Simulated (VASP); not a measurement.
# Re (P6_3/mmc) in VASP: notebook

Aim: see how the results for Re move with the level of theory and the settings. Levels: BLYP+D4, LDA. Tasks: single point.

All numbers are computed with VASP 6.6.1; they aren't measurements. Logs are shortened: lines on timing, memory, paths and dates and some standing lists are left out, and cuts for length are marked.

### Step 1. The cell of the first run

It takes space group P6_3/mmc (No. 194, hexagonal). The conventional cell has a = 2.776 Å, b = 2.776 Å, c = 4.473 Å, α = 90.00°, β = 90.00°, γ = 120.00°. Within 3.6 Å of Re (site symmetry -6m2) lie 12 Re at 2.75 to 2.78 Å.

### Step 2. Single point, BLYP+D4

INCAR

```
SYSTEM = Re
  AGGAC = 1.0
  AGGAX = 1.0
  ALDAC = 0.0
  ALDAX = 1.0
  ALGO = Normal
  EDIFF = 1E-6
  ENCUT = 520
  GGA = B5
  ISIF = 2
  ISMEAR = -1
  IVDW = 13
  LASPH = .TRUE.
  LCHARG = .FALSE.
  LREAL = .FALSE.
  LWAVE = .FALSE.
  NBANDS = 14
  NELM = 100
  PREC = Accurate
  SIGMA = 0.05
  VDW_A1 = 0.44488865
  VDW_A2 = 4.0933009
  VDW_S6 = 1.0
  VDW_S8 = 2.34076671
```

KPOINTS

```
k-points
0
G
  11 11 6
  0 0 0
```

POSCAR

```
Re
1.0
    2.7758872449      0.0000000000      0.0000000000
   -1.3879436224      2.4039888721      0.0000000000
    0.0000000000      0.0000000000      4.4729190744
Re
2
Direct
    0.6666666667      0.3333333333      0.7500000000
    0.3333333333      0.6666666667      0.2500000000
```

Potentials or basis: VASP PAW PBE potentials, release 64 (Re).

Run with:

```bash
$ cat potpaw_PBE.64/Re/POTCAR > POTCAR
$ mpirun -np 1 vasp_std > vasp.out
```

OUTCAR:

```text
SYSTEM = Re
   EDIFF = 1E-6
   ENCUT = 520
   GGA = B5
   ISIF = 2
   ISMEAR = -1
   IVDW = 13
   LASPH = .TRUE.
   LREAL = .FALSE.
   NELM = 100
   PREC = Accurate

 ion  position               nearest neighbor table
   1  0.667  0.333  0.750-   2 2.75   2 2.75   2 2.75   2 2.75   2 2.75   2 2.75
   2  0.333  0.667  0.250-   1 2.75   1 2.75   1 2.75   1 2.75   1 2.75   1 2.75

  LATTYP: Found a hexagonal cell.
 ALAT       =     2.7758872449
 C/A-ratio  =     1.6113475368

  Lattice vectors:

 A1 = (   2.7758872449,   0.0000000000,   0.0000000000)
 A2 = (  -1.3879436224,   2.4039888721,   0.0000000000)
 A3 = (   0.0000000000,   0.0000000000,   4.4729190744)

Analysis of symmetry for initial positions (statically):
=====================================================================
 Subroutine PRICEL returns:
 Original cell was already a primitive cell.

 Routine SETGRP: Setting up the symmetry group for a
 hexagonal supercell.

 Subroutine GETGRP returns: Found 24 space group operations
 (whereof 12 operations were pure point group operations)
 out of a pool of 24 trial point group operations.

The static configuration has the point symmetry D_3d.
 The point group associated with its full space group is D_6h.

Analysis of symmetry for dynamics (positions and initial velocities):
=====================================================================
 Subroutine PRICEL returns:
 Original cell was already a primitive cell.

 Routine SETGRP: Setting up the symmetry group for a
 hexagonal supercell.

 Subroutine GETGRP returns: Found 24 space group operations
 (whereof 12 operations were pure point group operations)
 out of a pool of 24 trial point group operations.

The dynamic configuration has the point symmetry D_3d.
 The point group associated with its full space group is D_6h.

 Subroutine INISYM returns: Found 24 space group operations
 (whereof 12 operations are pure point group operations),
 and found     1 'primitive' translations

----------------------------------------------------------------------------------------

                                     Primitive cell

  volume of cell :      29.8487

  direct lattice vectors                    reciprocal lattice vectors
     2.775887245  0.000000000  0.000000000     0.360245180  0.207987652  0.000000000
    -1.387943622  2.403988872  0.000000000     0.000000000  0.415975303  0.000000000
     0.000000000  0.000000000  4.472919074     0.000000000  0.000000000  0.223567649

  length of vectors
     2.775887245  2.775887245  4.472919074     0.415975303  0.415975303  0.223567649

  position of ions in fractional coordinates (direct lattice)
     0.666666667  0.333333333  0.750000000
     0.333333333  0.666666667  0.250000000

  ion indices of the primitive-cell ions
   primitive index   ion index
                 1           1
                 2           2

----------------------------------------------------------------------------------------

 KPOINTS: k-points

Automatic generation of k-mesh.
 Grid dimensions read from file:
 generate k-points for:   11   11    6

 Generating k-lattice:

  Cartesian coordinates                     Fractional coordinates (reciprocal lattice)
     0.032749562  0.018907968  0.000000000     0.090909091  0.000000000  0.000000000
     0.000000000  0.037815937  0.000000000     0.000000000  0.090909091  0.000000000
     0.000000000  0.000000000  0.037261275     0.000000000  0.000000000  0.166666667

  Length of vectors
     0.037815937  0.037815937  0.037261275

  Shift w.r.t. Gamma in fractional coordinates (k-lattice)
     0.000000000  0.000000000  0.000000000

 Subroutine IBZKPT returns following result:
 ===========================================

 Found     64 irreducible k-points:

 Following reciprocal coordinates:
            Coordinates               Weight
  0.000000  0.000000  0.000000      1.000000
  0.090909  0.000000  0.000000      6.000000
  0.181818  0.000000  0.000000      6.000000
  0.272727  0.000000  0.000000      6.000000
  0.363636  0.000000  0.000000      6.000000
  0.454545  0.000000  0.000000      6.000000
[... 16 lines left out ...]
  0.090909  0.090909  0.166667     12.000000
  0.181818  0.090909  0.166667     24.000000
 [... further k-points ...]
   k-points           NKPTS =     64   k-points in BZ     NKDIM =     64   number of bands    NBANDS=     14
   number of dos      NEDOS =    301   number of ions     NIONS =      2
   total plane-waves  NPLWV =  20736
   dimension x,y,z NGX =    24 NGY =   24 NGZ =   36
   dimension x,y,z NGXF=    48 NGYF=   48 NGZF=   72
   ions per type =               2
   NGX,Y,Z   is equivalent  to a cutoff of  14.37, 14.37, 13.38 a.u.
   NGXF,Y,Z  is equivalent  to a cutoff of  28.75, 28.75, 26.76 a.u.
 SYSTEM =  Re
   PREC   = accura    normal or accurate (medium, high low for compatibility)
   ISTART =      0    job   : 0-new  1-cont  2-samecut
   ICHARG =      2    charge: 1-file 2-atom 10-const
   ISPIN  =      1    spin polarized calculation?
   LNONCOLLINEAR =      F non collinear calculations
   LSORBIT =      F    spin-orbit coupling
   LASPH  =      T    aspherical Exc in radial PAW
   ENCUT  =  520.0 eV  38.22 Ry    6.18 a.u.   5.16  5.16  8.32*2*pi/ulx,y,z
   NELM   =    100;   NELMIN=  2; NELMDL= -5     # of ELM steps
   EDIFF  = 0.1E-05   stopping-criterion for ELM
   LREAL  =      F    real-space projection
   EDIFFG = 0.1E-04   stopping-criterion for IOM
   NSW    =      0    number of steps for IOM
   IBRION =     -1    ionic relax: 0-MD 1-quasi-New 2-CG
   NFREE  =      0    steps in history (QN), initial steepest desc. (CG)
   ISIF   =      2    stress and relaxation
   ISYM   =      2    0-nonsym 1-usesym 2-fastsym
   POTIM  = 0.5000    time-step for ionic-motion
   TEBEG  =    0.0;   TEEND  =   0.0 temperature during run
   PSTRESS=    0.0 pullay stress
   NELECT =      14.0000    total number of electrons
   NUPDOWN=      -1.0000    fix difference up-down
   EMIN   =  10.00;   EMAX   =-10.00  energy-range for DOS
   EFERMI =   0.00;   METHOD = LEGACY
   ISMEAR =    -1;   SIGMA  =   0.05  broadening in eV -4-tet -1-fermi 0-gaus
   EFERMI_NEDOS =   21; number of points for ismear=-14 and -15
   IALGO  =     38    algorithm
   IMIX   =      4    mixing-type and parameters
     AMIX     =   0.40;   BMIX     =  1.00
     AMIX_MAG =   1.60;   BMIX_MAG =  1.00
  volume/ion in A,a.u.               =      14.92       100.71
  Fermi-wavevector in a.u.,A,eV,Ry     =   1.271967  2.403669 22.012856  1.617899
  Thomas-Fermi vector in A             =   2.404871
   LORBIT       =      0    0 simple, 1 ext, 2 COOP (PROOUT), +10 PAW based schemes
   GGA     = B5    functional components
   LHFCALC =     F    Hartree Fock is set to
   AEXX    =    0.0000 exact exchange contribution
   IVDW    =    13    specifies the selected vdW correction
   LEPSILON=     F    determine dielectric tensor
   LRPA    =     F    only Hartree local field effects (RPA)
 non-spin polarized calculation
  energy-cutoff  :      520.00
  volume of cell :       29.85
 maximum number of plane-waves:       817
 NGX is ok and might be reduce to    24
   NGX = 11   NGY = 11   NGZ = 17

 number of electron      14.0000000 magnetization

 Free energy of the ion-electron system (eV)
  ---------------------------------------------------
  ext. energy  EPLUGINS =         0.00000000
  ---------------------------------------------------
  free energy    TOTEN  =       -21.46941797 eV

  energy without entropy =      -21.45609899  energy(sigma->0) =      -21.46275848

 E-fermi :   8.3349     XC(G=0): -12.9504

 val. band max:        8.3226326817   @ k =   0.0000   0.0000   0.1667
 cond. band min:       8.3674779414   @ k =   0.1818   0.0909   0.0000
 fundamental gap:      0.0448452597
 Fermi energy:         8.3349360355

 k-point     1 :       0.0000    0.0000    0.0000
  band No.  band energies     occupation
      1      -1.2660      2.00000
      2       1.8514      2.00000
      3       6.7283      2.00000
      4       6.7283      2.00000
      5       6.7452      2.00000
      6       7.5384      2.00000
      7       7.5384      2.00000
      8       8.4225      0.29598
      9       8.4225      0.29598
     10       9.2416      0.00000
     11      11.5656      0.00000
     12      11.5656      0.00000
     13      18.1916      0.00000
     14      22.7428      0.00000

 k-point     2 :       0.0909    0.0000    0.0000
  band No.  band energies     occupation
      1      -0.9349      2.00000
      2       2.1582      2.00000
      3       6.1181      2.00000
      4       7.0312      2.00000
      5       7.2205      2.00000
      6       7.3692      2.00000
      7       7.7774      1.99997
      8       7.8241      1.99993
      9       8.1812      1.91174
     10       8.5280      0.04119
     11      11.7257      0.00000
     12      12.9582      0.00000
     13      18.1624      0.00000
     14      23.4532      0.00000

 k-point     3 :       0.1818    0.0000    0.0000
  band No.  band energies     occupation
      1      -0.0224      2.00000
      2       2.8824      2.00000
      3       5.4835      2.00000
      4       6.1818      2.00000
      5       6.7844      2.00000
      6       7.6426      2.00000
      7       7.9100      1.99959
      8       8.0576      1.99223
      9       8.0626      1.99142
     10       8.6460      0.00397
     11      12.0414      0.00000
     12      15.1879      0.00000
     13      17.9587      0.00000
     14      24.7544      0.00000

 k-point     4 :       0.2727    0.0000    0.0000
  band No.  band energies     occupation
      1       1.1896      2.00000
      2       3.2086      2.00000
      3       4.7898      2.00000
      4       5.4675      2.00000
      5       6.5774      2.00000
      6       7.0746      2.00000
      7       7.6044      2.00000
      8       9.2321      0.00000
      9       9.2585      0.00000
     10       9.8850      0.00000
     11      12.3083      0.00000
     12      17.4437      0.00000
     13      17.5802      0.00000
     14      22.6476      0.00000

 k-point     5 :       0.3636    0.0000    0.0000
  band No.  band energies     occupation
      1       2.1561      2.00000
      2       2.8768      2.00000
      3       3.8033      2.00000
      4       5.9588      2.00000
      5       6.6332      2.00000
      6       7.1905      2.00000
      7       7.2347      2.00000
      8      10.8152      0.00000
      9      10.9955      0.00000
     10      11.2999      0.00000
     11      12.4668      0.00000
[... 276 lines left out ...]
 k-point    22 :       0.4545    0.0000    0.1667
  band No.  band energies     occupation
      1       2.1303      2.00000
      2       2.6388      2.00000
      3       4.0351      2.00000
      4       5.1845      2.00000
      5       6.6624      2.00000
      6       7.5945      2.00000
      7       8.6054      0.00892
      8      11.6214      0.00000
      9      12.0669      0.00000
     10      12.5464      0.00000
     11      13.0083      0.00000
     12      15.6590      0.00000
     13      18.0519      0.00000
     14      20.1923      0.00000

 k-point    23 :       0.0909    0.0909    0.1667
  band No.  band energies     occupation
      1      -0.0149      2.00000
      2       2.7598      2.00000
      3       5.6382      2.00000
      4       5.9437      2.00000
      5       6.7571      2.00000
      6       7.2505      2.00000
      7       7.5129      2.00000
      8       8.0197      1.99635
      9       8.7516      0.00048
     10       8.7797      0.00027
     11      11.8168      0.00000
     12      13.6546      0.00000
     13      19.5143      0.00000
     14      24.0828      0.00000

 k-point    24 :       0.1818    0.0909    0.1667
  band No.  band energies     occupation
      1       1.0179      2.00000
      2       3.5269      2.00000
      3       4.8992      2.00000
      4       5.1781      2.00000
      5       6.3902      2.00000
      6       7.0695      2.00000
      7       7.6617      2.00000
      8       8.5808      0.01454
      9       9.2733      0.00000
     10       9.6408      0.00000
     11      11.9506      0.00000
     12      15.0597      0.00000
     13      19.4701      0.00000
     14      24.2605      0.00000

 [... further k-points ...]

------------------------ aborting loop because EDIFF is reached ----------------------------------------

  DFT-D4 for vdW energy calculation

  Edisp (eV):   -2.64153

  FORCE on cell =-STRESS in cart. coord.  units (eV):
  Direction    XX          YY          ZZ          XY          YZ          ZX
  --------------------------------------------------------------------------------------
  -------------------------------------------------------------------------------------
  Total       0.42376     0.42376     0.39977     0.00000    -0.00000     0.00000
  in kB      22.74618    22.74618    21.45854     0.00000    -0.00000     0.00000
  external pressure =       22.32 kB  Pullay stress =        0.00 kB

 VOLUME and BASIS-vectors are now :
 -----------------------------------------------------------------------------
  energy-cutoff  :      520.00
  volume of cell :       29.85
      direct lattice vectors                 reciprocal lattice vectors
     2.775887245  0.000000000  0.000000000     0.360245180  0.207987652  0.000000000
    -1.387943622  2.403988872  0.000000000     0.000000000  0.415975303  0.000000000
     0.000000000  0.000000000  4.472919074     0.000000000  0.000000000  0.223567649

 POSITION                                       TOTAL-FORCE (eV/Angst)
 -----------------------------------------------------------------------------------
      1.38794      0.80133      3.35469        -0.000000      0.000000      0.000000
     -0.00000      1.60266      1.11823         0.000000     -0.000000      0.000000
 -----------------------------------------------------------------------------------
    total drift:                               -0.000000      0.000000     -0.000000

  FREE ENERGIE OF THE ION-ELECTRON SYSTEM (eV)
  ---------------------------------------------------
  free  energy   TOTEN  =       -24.1109447491 eV

  energy  without entropy=      -24.0976257669  energy(sigma->0) =      -24.10428526
```

Run time: 37 s. Hardware: 1 thread of AMD EPYC 7R43 (Zen 3), shared host; peak memory 0.13 GiB.

What came out:

```yaml
Free_energy: -24.1109 eV
Pressure: 2.2 GPa
Band_gap_on_the_k_mesh: zero (band 7 reaches 9.87 eV, above the bottom of band 8 at 6.59 eV)
Dispersion_energy_per_atom: -1.321 eV
```

Caveat: the PAW data sets were made with another functional, which shifts forces and pressure a little; spin-orbit coupling is left out, which moves the levels of the heavy elements; pairwise dispersion overbinds metals, which lowers pressure and volume.

### Step 3. Single point, LDA

This run uses another cell than the first one, of 15.60 Å³/atom, 1.045 times its volume.

INCAR

```
PREC     = Accurate       # precision mode
ENCUT    = 520            # plane-wave cutoff, eV
EDIFF    = 1E-6           # SCF threshold, eV
ISMEAR   = -1             # smearing method
SIGMA    = 0.05           # smearing width, eV
LREAL    = F              # projectors in reciprocal space
LASPH    = T              # aspherical terms in the spheres
NELM     = 60             # most SCF steps
ALGO     = Fast           # electronic algorithm
ISIF     = 2              # what is computed and relaxed
LWAVE    = F              # write WAVECAR
LCHARG   = F              # write CHGCAR
GGA      = CA             # functional
NBANDS   = 14             # bands
```

KPOINTS

```
regular mesh
0
Gamma
  11 11 6
```

POSCAR

```
Re
1.0
    2.8149470801      0.0000000000      0.0000000000
   -1.4074735401      2.4378156817      0.0000000000
    0.0000000000      0.0000000000      4.5456378849
Re
2
Direct
    0.6666666667      0.3333333333      0.7500000000
    0.3333333333      0.6666666667      0.2500000000
```

Potentials or basis: VASP PAW LDA potentials, release 64 (Re).

Run with:

```bash
$ cat potpaw_LDA.64/Re/POTCAR > POTCAR
$ mpirun -np 1 vasp_std > vasp.out
```

Run time: 32 s. Hardware: 1 thread of AMD EPYC 7R43 (Zen 3), shared host; peak memory 0.12 GiB.

The run converged. Its results:

| Property | Result |
| --- | --- |
| Free energy | -27.3071 eV |
| Pressure | -27.8 GPa |
| Band gap on the k mesh | zero (band 7 reaches 8.43 eV, above the bottom of band 8 at 5.55 eV) |

Stress tensor (GPa, compression positive):
```
-27.56   0.00   0.00
  0.00 -27.56   0.00
  0.00   0.00 -28.21
```

Levels at points of the mesh, in eV from the Fermi level:
| k point | band 3 | band 4 | band 5 | band 6 | band 7 | band 8 | band 9 | band 10 | band 11 | band 12 |
| --- | --- | --- | --- | --- | --- | --- | --- | --- | --- | --- |
| (0.00, 0.00, 0.00) | -1.47 | -1.46 | -1.46 | -0.70 | -0.70 | 0.15 | 0.15 | 0.63 | 3.08 | 3.08 |
| (0.00, 0.00, 0.50) | -2.21 | -2.21 | -1.59 | -1.59 | -1.59 | -1.59 | 2.31 | 2.31 | 2.31 | 2.31 |

Caveat: spin-orbit coupling is left out, which moves the levels of the heavy elements.
